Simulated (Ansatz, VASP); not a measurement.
Sb: VASP beside Ansatz

```
Sb
1.0
    -1.51497    1.51497    2.49642
     1.51497   -1.51497    2.49642
     1.51497    1.51497   -2.49642
Sb
1
Direct
  0.00000 0.00000 0.00000
```

Change from the starting cell: volume scaled by 1.02, crystal datasets.

Alike in both runs: task electric field gradients; functional PBEsol; k mesh 19 × 19 × 19; occupations fermi-dirac, width 0.05 eV; no spin polarisation.

|  | VASP | Ansatz |
| --- | --- | --- |
| version | VASP 6.6.1 | Ansatz 0.2.0 |
| potentials or method | VASP PAW PBE potentials, release 64 (Sb), cutoff 520 eV | all-electron PAW with datasets made for the crystal, scalar-relativistic |

|  | VASP | Ansatz | Ansatz less VASP |
| --- | --- | --- | --- |
| pressure (GPa) | 12.8 | 12.7 | -0.16 |
| traceless stress, the component that is largest in VASP (GPa) | -1.18 | -1.07 | +0.107 |
| size of Vzz on the site where it differs most (V/Å²) | 38.9 | 39.6 | +0.70 |

VASP's potentials were made for PBE, not for PBEsol. Ansatz ran all-electron here, and VASP with PAW potentials.

Spin-orbit coupling is off throughout.
